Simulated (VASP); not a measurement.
## W: single point with PBEsol

The system is W, a slab with vacuum.

```
W
1.0
     6.87497    0.00000    0.00000
    -0.36184    2.70776    0.00000
     0.00000    0.00000   18.52919
W
4
Direct
  0.00000 0.00000 0.43175
  0.64286 0.21429 0.47725
  0.28571 0.42857 0.52275
  0.92857 0.64286 0.56825
```

```
Program                : VASP 6.6.1
Task                   : single point
Functional             : PBEsol
Potentials or basis    : VASP PAW PBE potentials, release 64 (W_sv)
Cutoff                 : 400 eV
k mesh                 : 5 × 12 × 1
Occupations            : methfessel-paxton, width 0.1 eV
Spin                   : no spin polarisation
Dipole correction      : yes
Further INCAR settings : ALGO = Normal; EDIFF = 1e-06; NBANDS = 36; NELMDL = -8
```

```json
{"Largest force": "3.119 eV/Å", "Band gap on the k mesh": "zero (bands 28 and 29 overlap by 0.76 eV)"}
```

Forces in eV/Å, atoms in the order of the input:
```
W   -0.035  0.033  3.119
W    0.974  0.008  1.147
W   -0.974 -0.008 -1.147
W    0.035 -0.033 -3.119
```

Levels at points of the mesh, in eV from the Fermi level:
```csv
k point,band 25,band 26,band 27,band 28,band 29,band 30,band 31,band 32
"(0.00, 0.00, 0.00)",-1.56,-1.23,-0.49,-0.16,0.21,0.38,0.58,2.04
"(0.00, 0.50, 0.00)",-0.92,-0.58,-0.19,0.27,0.96,1.30,1.40,2.05
```

Run time: 11 min on 1 thread of Oxide Virtual Turin-like Processor, with other jobs on the host, peak memory 0.4 GiB.

Caveat: the PAW data sets were made with another functional, which shifts forces and pressure a little; spin-orbit coupling is left out, which moves the levels of the heavy elements.
